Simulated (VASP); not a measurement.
# Ta (I4/mmm) in VASP: further runs, part 2 of 3

VASP 6.6.1. The steps go on from the part before.

## 3. Single point, PBEsol (strain +0.000 along x and y, +0.015 along z)

Contents of INCAR:

```
SYSTEM = Ta
  PREC = Accurate
  ENCUT = 520
  EDIFF = 1E-7
  ISMEAR = 0
  SIGMA = 0.15
  LREAL = .False.
  LASPH = .True.
  NELM = 100
  ALGO = Normal
  ISIF = 2
  LWAVE = .False.
  LCHARG = .False.
  GGA = PS
  NBANDS = 12
```

Contents of KPOINTS:

```
Automatic mesh
0
Gamma
  20 20 20
  0 0 0
```

Contents of POSCAR:

```
Ta
1.0
   -1.6512800000      1.6512800000      1.6760492000
    1.6512800000     -1.6512800000      1.6760492000
    1.6512800000      1.6512800000     -1.6760492000
Ta
1
Direct
    0.0000000000      0.0000000000      0.0000000000
```

Potentials or basis: VASP PAW PBE potentials, release 64 (Ta_pv).

Command:

```
$ cat potpaw_PBE.64/Ta_pv/POTCAR > POTCAR
$ mpirun -np 1 vasp_std > vasp.out
```

OUTCAR:

```text
SYSTEM = Ta
   PREC = Accurate
   ENCUT = 520
   EDIFF = 1E-7
   ISMEAR = 0
   LREAL = .False.
   LASPH = .True.
   NELM = 100
   ISIF = 2
   GGA = PS

 ion  position               nearest neighbor table
   1  0.000  0.000  0.000-

  LATTYP: Found a body centered tetragonal cell.
 ALAT       =     3.3025600000
 C/A-ratio  =     1.0150000000

  Lattice vectors:

 A1 = (  -1.6512800000,   1.6512800000,   1.6760492000)
 A2 = (   1.6512800000,  -1.6512800000,   1.6760492000)
 A3 = (   1.6512800000,   1.6512800000,  -1.6760492000)

Analysis of symmetry for initial positions (statically):
=====================================================================
 Subroutine PRICEL returns:
 Original cell was already a primitive cell.

 Routine SETGRP: Setting up the symmetry group for a
 body centered tetragonal supercell.

 Subroutine GETGRP returns: Found 16 space group operations
 (whereof 16 operations were pure point group operations)
 out of a pool of 16 trial point group operations.

The static configuration has the point symmetry D_4h.

Analysis of symmetry for dynamics (positions and initial velocities):
=====================================================================
 Subroutine PRICEL returns:
 Original cell was already a primitive cell.

 Routine SETGRP: Setting up the symmetry group for a
 body centered tetragonal supercell.

 Subroutine GETGRP returns: Found 16 space group operations
 (whereof 16 operations were pure point group operations)
 out of a pool of 16 trial point group operations.

The dynamic configuration has the point symmetry D_4h.

 Subroutine INISYM returns: Found 16 space group operations
 (whereof 16 operations are pure point group operations),
 and found     1 'primitive' translations

----------------------------------------------------------------------------------------

                                     Primitive cell

  volume of cell :      18.2805

  direct lattice vectors                    reciprocal lattice vectors
    -1.651280000  1.651280000  1.676049200     0.000000000  0.302795407  0.298320598
     1.651280000 -1.651280000  1.676049200     0.302795407  0.000000000  0.298320598
     1.651280000  1.651280000 -1.676049200     0.302795407  0.302795407  0.000000000

  length of vectors
     2.874472508  2.874472508  2.874472508     0.425064981  0.425064981  0.428217371

  position of ions in fractional coordinates (direct lattice)
     0.000000000  0.000000000  0.000000000

  ion indices of the primitive-cell ions
   primitive index   ion index
                 1           1

----------------------------------------------------------------------------------------

 KPOINTS: Automatic mesh

Automatic generation of k-mesh.
 Grid dimensions read from file:
 generate k-points for:   20   20   20

 Generating k-lattice:

  Cartesian coordinates                     Fractional coordinates (reciprocal lattice)
     0.000000000  0.015139770  0.014916030     0.050000000  0.000000000  0.000000000
     0.015139770  0.000000000  0.014916030     0.000000000  0.050000000  0.000000000
     0.015139770  0.015139770  0.000000000     0.000000000  0.000000000  0.050000000

  Length of vectors
     0.021253249  0.021253249  0.021410869

  Shift w.r.t. Gamma in fractional coordinates (k-lattice)
     0.000000000  0.000000000  0.000000000

 Subroutine IBZKPT returns following result:
 ===========================================

 Found    641 irreducible k-points:

 Following reciprocal coordinates:
            Coordinates               Weight
  0.000000  0.000000  0.000000      1.000000
  0.050000  0.000000  0.000000      8.000000
  0.100000  0.000000  0.000000      8.000000
  0.150000  0.000000  0.000000      8.000000
  0.200000  0.000000  0.000000      8.000000
  0.250000  0.000000 -0.000000      8.000000
[... 16 lines left out ...]
 -0.400000  0.050000  0.000000     16.000000
 -0.350000  0.050000  0.000000     16.000000
 [... further k-points ...]
   k-points           NKPTS =    641   k-points in BZ     NKDIM =    641   number of bands    NBANDS=     12
   number of dos      NEDOS =    301   number of ions     NIONS =      1
   total plane-waves  NPLWV =  13824
   dimension x,y,z NGX =    24 NGY =   24 NGZ =   24
   dimension x,y,z NGXF=    48 NGYF=   48 NGZF=   48
   ions per type =               1
   NGX,Y,Z   is equivalent  to a cutoff of  13.88, 13.88, 13.88 a.u.
   NGXF,Y,Z  is equivalent  to a cutoff of  27.76, 27.76, 27.76 a.u.
 SYSTEM =  Ta
   PREC   = accura    normal or accurate (medium, high low for compatibility)
   ISTART =      0    job   : 0-new  1-cont  2-samecut
   ICHARG =      2    charge: 1-file 2-atom 10-const
   ISPIN  =      1    spin polarized calculation?
   LNONCOLLINEAR =      F non collinear calculations
   LSORBIT =      F    spin-orbit coupling
   LASPH  =      T    aspherical Exc in radial PAW
   ENCUT  =  520.0 eV  38.22 Ry    6.18 a.u.   5.34  5.34  5.34*2*pi/ulx,y,z
   NELM   =    100;   NELMIN=  2; NELMDL= -5     # of ELM steps
   EDIFF  = 0.1E-06   stopping-criterion for ELM
   LREAL  =      F    real-space projection
   EDIFFG = 0.1E-05   stopping-criterion for IOM
   NSW    =      0    number of steps for IOM
   IBRION =     -1    ionic relax: 0-MD 1-quasi-New 2-CG
   NFREE  =      0    steps in history (QN), initial steepest desc. (CG)
   ISIF   =      2    stress and relaxation
   ISYM   =      2    0-nonsym 1-usesym 2-fastsym
   POTIM  = 0.5000    time-step for ionic-motion
   TEBEG  =    0.0;   TEEND  =   0.0 temperature during run
   PSTRESS=    0.0 pullay stress
   NELECT =      11.0000    total number of electrons
   NUPDOWN=      -1.0000    fix difference up-down
   EMIN   =  10.00;   EMAX   =-10.00  energy-range for DOS
   EFERMI =   0.00;   METHOD = LEGACY
   ISMEAR =     0;   SIGMA  =   0.15  broadening in eV -4-tet -1-fermi 0-gaus
   EFERMI_NEDOS =   21; number of points for ismear=-14 and -15
   IALGO  =     38    algorithm
   IMIX   =      4    mixing-type and parameters
     AMIX     =   0.40;   BMIX     =  1.00
     AMIX_MAG =   1.60;   BMIX_MAG =  1.00
  volume/ion in A,a.u.               =      18.28       123.36
  Fermi-wavevector in a.u.,A,eV,Ry     =   1.382111  2.611811 25.990277  1.910231
  Thomas-Fermi vector in A             =   2.506833
   LORBIT       =      0    0 simple, 1 ext, 2 COOP (PROOUT), +10 PAW based schemes
   GGA     = PS    functional components
   LHFCALC =     F    Hartree Fock is set to
   AEXX    =    0.0000 exact exchange contribution
   IVDW    =     0    specifies the selected vdW correction
   LEPSILON=     F    determine dielectric tensor
   LRPA    =     F    only Hartree local field effects (RPA)
 non-spin polarized calculation
 Gauss-broadening in eV      SIGMA  =   0.15
  energy-cutoff  :      520.00
  volume of cell :       18.28
 maximum number of plane-waves:       504
 NGX is ok and might be reduce to    24
   NGX = 11   NGY = 11   NGZ = 11

 number of electron      11.0000001 magnetization

 Free energy of the ion-electron system (eV)
  ---------------------------------------------------
  ext. energy  EPLUGINS =         0.00000000
  ---------------------------------------------------
  free energy    TOTEN  =       -12.54564561 eV

  energy without entropy =      -12.53094968  energy(sigma->0) =      -12.53829764

 E-fermi :   5.1920     XC(G=0): -12.6529

 val. band max:        5.1913692548   @ k =  -0.2000   0.1000   0.0500
 cond. band min:       5.1968683985   @ k =  -0.2000   0.3500   0.1000
 fundamental gap:      0.0054991437
 Fermi energy:         5.1919695570

 k-point     1 :       0.0000    0.0000    0.0000
  band No.  band energies     occupation
      1     -27.8874      2.00000
      2     -27.8839      2.00000
      3     -27.8839      2.00000
      4      -2.6693      2.00000
      5       5.8617      0.00000
      6       5.8617      0.00000
      7       6.0449      0.00000
      8       9.0101      0.00000
      9       9.2612      0.00000
     10      19.9997      0.00000
     11      20.2644      0.00000
     12      20.2644      0.00000
[... 331 lines left out ...]
 k-point    24 :      -0.3500    0.0500    0.0000
  band No.  band energies     occupation
      1     -28.7226      2.00000
      2     -28.1516      2.00000
      3     -27.8998      2.00000
      4       0.5195      2.00000
      5       4.2548      2.00000
      6       5.0400      1.84812
      7       8.6710      0.00000
      8       9.6736      0.00000
      9      10.1618      0.00000
     10      19.0251      0.00000
     11      19.5415      0.00000
     12      19.9091      0.00000

 [... further k-points ...]

------------------------ aborting loop because EDIFF is reached ----------------------------------------

  FORCE on cell =-STRESS in cart. coord.  units (eV):
  Direction    XX          YY          ZZ          XY          YZ          ZX
  --------------------------------------------------------------------------------------
  -------------------------------------------------------------------------------------
  Total       -0.6701670     -0.6701670     -0.8683757      0.0000000      0.0000000      0.0000000
  in kB      -58.7361473    -58.7361473    -76.1079546      0.0000000      0.0000000      0.0000000
  external PRESSURE =     -64.5267498 kB  Pullay stress =       0.0000000 kB

 VOLUME and BASIS-vectors are now :
 -----------------------------------------------------------------------------
  energy-cutoff  :      520.00
  volume of cell :       18.28
      direct lattice vectors                 reciprocal lattice vectors
    -1.651280000  1.651280000  1.676049200     0.000000000  0.302795407  0.298320598
     1.651280000 -1.651280000  1.676049200     0.302795407  0.000000000  0.298320598
     1.651280000  1.651280000 -1.676049200     0.302795407  0.302795407  0.000000000

 POSITION                                       TOTAL-FORCE (eV/Angst)
 -----------------------------------------------------------------------------------
      0.00000      0.00000      0.00000         0.000000      0.000000      0.000000
 -----------------------------------------------------------------------------------
    total drift:                                0.000000      0.000000     -0.000000

  FREE ENERGIE OF THE ION-ELECTRON SYSTEM (eV)
  ---------------------------------------------------
  free  energy   TOTEN  =       -12.5456456104 eV

  energy  without entropy=      -12.5309496784  energy(sigma->0) =      -12.53829764
```

Wall time 54 s (1 thread of Intel Xeon 6975P-C, shared host); peak memory 0.25 GiB.

Results:

```yaml
Free_energy: -12.5456 eV
Pressure: -6.5 GPa
```

Stress tensor (GPa, compression positive):
```
-5.87  0.00  0.00
 0.00 -5.87  0.00
 0.00  0.00 -7.61
```

Caveat: the cell differs from its parent crystal (strain +0.000 along x and y, +0.015 along z); the PAW data sets were made with another functional, which shifts forces and pressure a little; spin-orbit coupling is left out, which moves the levels of the heavy elements.

## 4. Single point, PBEsol (strain +0.015 along x and y, -0.015 along z)

Contents of INCAR:

```
SYSTEM = Ta
PREC = Accurate
ENCUT = 520
EDIFF = 1E-6
ISMEAR = 0
SIGMA = 0.15
LREAL = .False.
LASPH = .True.
NELM = 60
ALGO = Normal
ISIF = 2
LWAVE = .False.
LCHARG = .False.
GGA = PS
NBANDS = 12
```

Contents of KPOINTS:

```
regular mesh
0
Gamma
  20 20 20
  0 0 0
```

Contents of POSCAR:

```
Ta
1.0
   -1.6760492000      1.6760492000      1.6265108000
    1.6760492000     -1.6760492000      1.6265108000
    1.6760492000      1.6760492000     -1.6265108000
Ta
1
Direct
    0.0000000000      0.0000000000      0.0000000000
```

Potentials or basis: VASP PAW PBE potentials, release 64 (Ta_pv).

Command:

```
$ cat potpaw_PBE.64/Ta_pv/POTCAR > POTCAR
$ mpirun -np 1 vasp_std > vasp.out
```

OUTCAR:

```text
SYSTEM = Ta
   PREC = Accurate
   ENCUT = 520
   EDIFF = 1E-6
   ISMEAR = 0
   LREAL = .False.
   LASPH = .True.
   NELM = 60
   ISIF = 2
   GGA = PS

 ion  position               nearest neighbor table
   1  0.000  0.000  0.000-

  LATTYP: Found a body centered tetragonal cell.
 ALAT       =     3.3520984000
 C/A-ratio  =     0.9704433498

  Lattice vectors:

 A1 = (  -1.6760492000,   1.6760492000,   1.6265108000)
 A2 = (   1.6760492000,  -1.6760492000,   1.6265108000)
 A3 = (   1.6760492000,   1.6760492000,  -1.6265108000)

Analysis of symmetry for initial positions (statically):
=====================================================================
 Subroutine PRICEL returns:
 Original cell was already a primitive cell.

 Routine SETGRP: Setting up the symmetry group for a
 body centered tetragonal supercell.

 Subroutine GETGRP returns: Found 16 space group operations
 (whereof 16 operations were pure point group operations)
 out of a pool of 16 trial point group operations.

The static configuration has the point symmetry D_4h.

Analysis of symmetry for dynamics (positions and initial velocities):
=====================================================================
 Subroutine PRICEL returns:
 Original cell was already a primitive cell.

 Routine SETGRP: Setting up the symmetry group for a
 body centered tetragonal supercell.

 Subroutine GETGRP returns: Found 16 space group operations
 (whereof 16 operations were pure point group operations)
 out of a pool of 16 trial point group operations.

The dynamic configuration has the point symmetry D_4h.

 Subroutine INISYM returns: Found 16 space group operations
 (whereof 16 operations are pure point group operations),
 and found     1 'primitive' translations

----------------------------------------------------------------------------------------

                                     Primitive cell

  volume of cell :      18.2764

  direct lattice vectors                    reciprocal lattice vectors
    -1.676049200  1.676049200  1.626510800     0.000000000  0.298320598  0.307406505
[... 115 lines left out ...]
 non-spin polarized calculation
 Gauss-broadening in eV      SIGMA  =   0.15
  energy-cutoff  :      520.00
  volume of cell :       18.28
 maximum number of plane-waves:       507
 NGX is ok and might be reduce to    24
   NGX = 11   NGY = 11   NGZ = 11

 number of electron      11.0000001 magnetization

 Free energy of the ion-electron system (eV)
  ---------------------------------------------------
  ext. energy  EPLUGINS =         0.00000000
  ---------------------------------------------------
  free energy    TOTEN  =       -12.54288053 eV

  energy without entropy =      -12.52788001  energy(sigma->0) =      -12.53538027

 E-fermi :   5.1985     XC(G=0): -12.6540

 val. band max:        5.1975068246   @ k =   0.1000   0.1000   0.0000
 cond. band min:       5.2013166653   @ k =  -0.2500  -0.3500   0.1500
 fundamental gap:      0.0038098407
 Fermi energy:         5.1984986049

 k-point     1 :       0.0000    0.0000    0.0000
  band No.  band energies     occupation
      1     -27.8848      2.00000
      2     -27.8848      2.00000
      3     -27.8766      2.00000
      4      -2.6683      2.00000
      5       5.6782      0.00001
      6       6.0580      0.00000
      7       6.0580      0.00000
      8       8.8702      0.00000
      9       9.3925      0.00000
     10      20.0043      0.00000
     11      20.0043      0.00000
     12      20.5520      0.00000
[... 331 lines left out ...]
 k-point    24 :      -0.3500    0.0500    0.0000
  band No.  band energies     occupation
      1     -28.7135      2.00000
      2     -28.1619      2.00000
      3     -27.9031      2.00000
      4       0.5512      2.00000
      5       4.0991      2.00000
      6       5.0866      1.70861
      7       8.9330      0.00000
      8       9.5858      0.00000
      9      10.1620      0.00000
     10      18.7952      0.00000
     11      19.7729      0.00000
     12      20.2690      0.00000

 [... further k-points ...]

------------------------ aborting loop because EDIFF is reached ----------------------------------------

  FORCE on cell =-STRESS in cart. coord.  units (eV):
  Direction    XX          YY          ZZ          XY          YZ          ZX
  --------------------------------------------------------------------------------------
  -------------------------------------------------------------------------------------
  Total       -0.8497844     -0.8497844     -0.4692891      0.0000000      0.0000000      0.0000000
  in kB      -74.4952947    -74.4952947    -41.1396458      0.0000000      0.0000000      0.0000000
  external PRESSURE =     -63.3767451 kB  Pullay stress =       0.0000000 kB

 VOLUME and BASIS-vectors are now :
 -----------------------------------------------------------------------------
  energy-cutoff  :      520.00
  volume of cell :       18.28
      direct lattice vectors                 reciprocal lattice vectors
    -1.676049200  1.676049200  1.626510800     0.000000000  0.298320598  0.307406505
     1.676049200 -1.676049200  1.626510800     0.298320598  0.000000000  0.307406505
     1.676049200  1.676049200 -1.626510800     0.298320598  0.298320598  0.000000000

 POSITION                                       TOTAL-FORCE (eV/Angst)
 -----------------------------------------------------------------------------------
      0.00000      0.00000      0.00000        -0.000000      0.000000      0.000000
 -----------------------------------------------------------------------------------
    total drift:                               -0.000000      0.000000     -0.000000

  FREE ENERGIE OF THE ION-ELECTRON SYSTEM (eV)
  ---------------------------------------------------
  free  energy   TOTEN  =       -12.5428805333 eV

  energy  without entropy=      -12.5278800148  energy(sigma->0) =      -12.53538027
```

stdout:

```text
POSCAR found type information on POSCAR Ta
 POSCAR found :  1 types and       1 ions
 scaLAPACK will be used
 -----------------------------------------------------------------------------
|                                                                             |
|                                                                             |
|     You enforced a specific xc type in the INCAR file but a different       |
|     I HOPE YOU KNOW WHAT YOU ARE DOING!                                     |
|                                                                             |
 -----------------------------------------------------------------------------

 LDA part: xc-table for (Slater+PW92), standard interpolation
 POSCAR, INCAR and KPOINTS ok, starting setup
 FFT: planning ... GRIDC
 FFT: planning ... GRID_SOFT
 FFT: planning ... GRID
 WAVECAR not read
 entering main loop
```

Wall time 53 s (1 thread of Intel Xeon 6975P-C, shared host); peak memory 0.25 GiB.

What came out:

- Free energy: -12.5429 eV
- Pressure: -6.3 GPa

Stress tensor (GPa, compression positive):
```
-7.45  0.00  0.00
 0.00 -7.45  0.00
 0.00  0.00 -4.11
```

Caveat: the cell differs from its parent crystal (strain +0.015 along x and y, -0.015 along z); the PAW data sets were made with another functional, which shifts forces and pressure a little; spin-orbit coupling is left out, which moves the levels of the heavy elements.

(Part 2 of 3 ends here.)
